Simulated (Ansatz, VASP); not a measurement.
# ZnSe in VASP and in Ansatz

INCAR

```
ALGO = Normal
EDIFF = 1E-6
ENCUT = 520
GGA = PE
ISIF = 2
ISMEAR = -1
LASPH = T
LCHARG = F
LREAL = F
LWAVE = F
NBANDS = 16
NELM = 60
PREC = Accurate
SIGMA = 0.08
```

The input KPOINTS:

```
k-points
0
Gamma
  15 15 15
```

File POSCAR:

```
ZnSe
1.0
    3.0055080252      0.0000000000      0.0000000000
    0.0000000000      3.0055080252      0.0000000000
    0.0000000000      0.0000000000      3.0055080252
Zn Se
1 1
Direct
    0.0000000000      0.0000000000      0.0000000000
    0.5000000000      0.5000000000      0.5000000000
```

Input for Ansatz:

```yaml
crystal:
  lattice:
    - [3.0055080252, 0.0, 0.0]
    - [0.0, 3.0055080252, 0.0]
    - [0.0, 0.0, 3.0055080252]
  atoms:
    - { symbol: Zn, position: [0.0, 0.0, 0.0] }
    - { symbol: Se, position: [0.5, 0.5, 0.5] }
kpoints:
  mp_grid: { grid: [15, 15, 15] }
scf:
  occupations: { method: fermi_dirac, width: 0.08 }
hamiltonian:
  xc: pbe
  pseudopotentials: { kind: paw }
output:
  forces: true
  stress: true
  eigenvalues: true
  populations: true
```

Change from the starting cell: volume scaled by 0.72, PAW files.

Alike in both runs: task single point; functional PBE; k mesh 15 × 15 × 15; occupations fermi-dirac, width 0.08 eV; no spin polarisation.

|  | VASP | Ansatz |
| --- | --- | --- |
| version | VASP 6.6.1 | Ansatz 0.2.0 |
| potentials or method | VASP PAW PBE potentials, release 64 (Zn, Se) | PAW with Ansatz's default frozen-core files, scalar-relativistic |
| plane-wave cutoff (eV) | 520 | 420 |
| valence electrons in the cell | 18 | 28 |

|  | VASP | Ansatz | Ansatz less VASP |
| --- | --- | --- | --- |
| pressure (GPa) | 44.9 | 44.2 | -0.73 |

Both programs put the cell under a high pressure, so it lies far from rest at this level. VASP's potentials hold 18 valence electrons a cell and Ansatz's 28, so a difference there can come from the potentials and not from the codes.
